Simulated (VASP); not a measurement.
Input of a VASP 6.6.1 run:

INCAR

```
  PREC = Accurate
  ENCUT = 520
  EDIFF = 1E-6
  ISMEAR = 0
  SIGMA = 0.15
  LREAL = False
  LASPH = True
  NELM = 60
  ALGO = Normal
  ISIF = 2
  LWAVE = False
  LCHARG = False
  GGA = PS
  NBANDS = 21
```

The input KPOINTS:

```
Automatic mesh
0
Gamma
  14 14 14
```

Contents of POSCAR:

```
Ge
1.0
    0.0000000000      2.9702085000      2.8287700000
    2.9702085000      0.0000000000      2.8287700000
    2.9702085000      2.9702085000      0.0000000000
Ge
2
Direct
    0.5000000000      0.5000000000      0.5000000000
    0.7500000000      0.7500000000      0.7500000000
```

Potentials or basis: VASP PAW PBE potentials, release 64 (Ge_d).

Launch:

```sh
$ cat potpaw_PBE.64/Ge_d/POTCAR > POTCAR
$ mpirun -np 1 vasp_std > vasp.out
```

**Question.** Predict the band gap on the k mesh.

**Answer.** Zero (bands 14 and 15 overlap by 0.17 eV).

**Question.** Predict the pressure.

**Answer.** -4.8 GPa.

Stress tensor (GPa, compression positive):
```
-5.77  0.00  0.00
 0.00 -5.77  0.00
 0.00  0.00 -2.91
```

Caveat: the cell stands under tension; semilocal functionals underestimate gaps, and a narrow one can read as zero; the PAW data sets were made with another functional, which shifts forces and pressure a little.
